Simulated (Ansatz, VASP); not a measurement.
## One calculation of TiSi2, two programs

```xyz
6
Lattice="0.0000 4.1175 4.2629 2.3895 0.0000 4.2629 2.3895 4.1175 0.0000" Properties=species:S:1:pos:R:3 pbc="T T T"
Ti    2.3895    4.1175    4.2629
Ti    3.5843    6.1763    6.3943
Si    2.3895    6.8963    4.2629
Si    2.3895    1.3387    4.2629
Si    1.1948    0.7200    2.1314
Si    1.1948    3.3975    2.1314
```

Alike in both runs: task relaxation of cell and atoms; functional PBE; k mesh 10 × 10 × 10; occupations methfessel-paxton of order 1, width 0.1 eV; no spin polarisation.

|  | VASP | Ansatz |
| --- | --- | --- |
| version | VASP 6.6.1 | Ansatz 0.2.0 |
| potentials or method | VASP PAW PBE potentials, release 64 (Ti_sv, Si), cutoff 600 eV | plane-wave PAW DFT |
| valence electrons in the cell | 40 | 40 |

|  | VASP | Ansatz | Ansatz less VASP |
| --- | --- | --- | --- |
| relaxed volume (Å³/atom) | 14.18 | 14.18 | +0.003 |
| relaxed cell length with the largest relative difference (Å) | 4.783 | 4.784 | +0.0009 |
